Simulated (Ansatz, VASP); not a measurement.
**KLiF2: VASP beside Ansatz**

File INCAR:

```
SYSTEM = KLiF2
ALGO = Normal
EDIFF = 1E-6
ENCUT = 520
GGA = PE
ISIF = 2
ISMEAR = -1
LASPH = .TRUE.
LCHARG = .FALSE.
LREAL = .FALSE.
LWAVE = .FALSE.
NBANDS = 21
NELM = 60
PREC = Accurate
SIGMA = 0.02
```

Contents of KPOINTS:

```
k-points
0
G
  10 10 10
  0 0 0
```

The input POSCAR:

```
KLiF2
1.0
    1.6223039197      0.9366376048      5.6488965154
   -1.6223039197      0.9366376048      5.6488965154
    0.0000000000     -1.8732752095      5.6488965154
Li K F
1 1 2
Direct
    1.0000000000      0.0000000000      0.0000000000
    0.5000000000      0.5000000000      0.5000000000
    0.2689466836      0.2689466836      0.2689466836
    0.7310533164      0.7310533164      0.7310533164
```

Input for Ansatz:

```yaml
crystal:
  lattice:
    - [1.6223039197, 0.9366376048, 5.6488965154]
    - [-1.6223039197, 0.9366376048, 5.6488965154]
    - [0.0, -1.8732752095, 5.6488965154]
  atoms:
    - { symbol: Li, position: [1.0, 0.0, 0.0] }
    - { symbol: K, position: [0.5, 0.5, 0.5] }
    - { symbol: F, position: [0.2689466836, 0.2689466836, 0.2689466836] }
    - { symbol: F, position: [0.7310533164, 0.7310533164, 0.7310533164] }
kpoints:
  mp_grid: { grid: [10, 10, 10] }
  band_path:
    path:
      - [[0.0, 0.0, 0.0], [0.5, 0.5, 0.5], [0.8150049278758, 0.1849950721242, 0.5]]
      - [[0.5, -0.1849950721242, 0.1849950721242], [0.5, -1.013613859332e-17, 2.520335786738e-17], [0.0, 0.0, 0.0], [0.3424975360621, -0.3424975360621, 9.162199682703e-34]]
      - [[0.6575024639379, -2.027227718665e-17, 0.3424975360621], [0.5, -2.027227718665e-17, 0.5], [0.0, 0.0, 0.0]]
    npoints: 10
hamiltonian:
  xc: pbe
scf:
  occupations: { method: fermi_dirac, width: 0.02 }
  n_extra_bands: 5
output:
  forces: true
  stress: true
  eigenvalues: true
  write_density: true
  write_potential: true
  elf: true
  volumetric_format: npy
```

Alike in both runs: task single point; functional PBE; k mesh 10 × 10 × 10; occupations fermi-dirac, width 0.02 eV; no spin polarisation.

|  | VASP | Ansatz |
| --- | --- | --- |
| version | VASP 6.6.1 | Ansatz 0.2.0 |
| potentials or method | VASP PAW PBE potentials, release 64 (Li_sv, K_sv, F) | plane waves, PAW |
| plane-wave cutoff (eV) | 520 | 420 |
| valence electrons in the cell | 26 | 26 |

Ansatz gave:

- gap on the k mesh at the Fermi level (eV): 6.70
- rms of the force components (eV/Å): 0.000

**Question.** Estimate VASP's values.

**Answer.** gap on the k mesh at the Fermi level (eV): 6.68; rms of the force components (eV/Å): 0.013.

Atom by atom the forces differ by 0.013 eV/Å (rms over components). With one functional, cell and mesh, what is left measures potentials, basis and numerics.

Noted on VASP's run: the cutoff is under 1.25 times that of the potentials, so the pressure is a little rough.
